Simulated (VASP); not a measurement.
Crystal: Te2Mo.

```
CELL_PARAMETERS angstrom
3.51820 0.00000 0.00000
-1.75910 3.04685 0.00000
0.00000 0.00000 13.97360
ATOMIC_POSITIONS crystal
Te 0.33333 0.66667 0.62100
Te 0.66667 0.33333 0.12100
Te 0.33333 0.66667 0.87900
Te 0.66667 0.33333 0.37900
Mo 0.33333 0.66667 0.25000
Mo 0.66667 0.33333 0.75000
```

Base run:

```yaml
Program: VASP 6.6.1
Functional: PBE
Potentials_or_basis: VASP PAW PBE potentials, release 64 (Te, Mo_sv)
Cutoff: 520 eV
k_mesh: 6 × 6 × 2
Occupations: fermi-dirac, width 0.1 eV
Spin: no spin polarisation
```

Its results: band gap on the k mesh 0.82 eV (least direct gap 1.04 eV); pressure 2.9 GPa; largest force 0.194 eV/Å.

The run is repeated on the same cell with these changes: k mesh from 6 × 6 × 2 to 5 × 5 × 1. What comes out?

Band gap on the k mesh 0.71 eV (least direct gap 1.28 eV); pressure 3.1 GPa; largest force 0.152 eV/Å.

Caveats: some runs use coarse meshes; spin-orbit coupling is left out, which moves the levels of the heavy elements; this functional lacks dispersion, which binds layers or chains, so the pressure and a relaxed spacing across them are unreliable; semilocal functionals underestimate gaps, and a narrow one can read as zero (at least some runs).

A k mesh can miss the band edges.
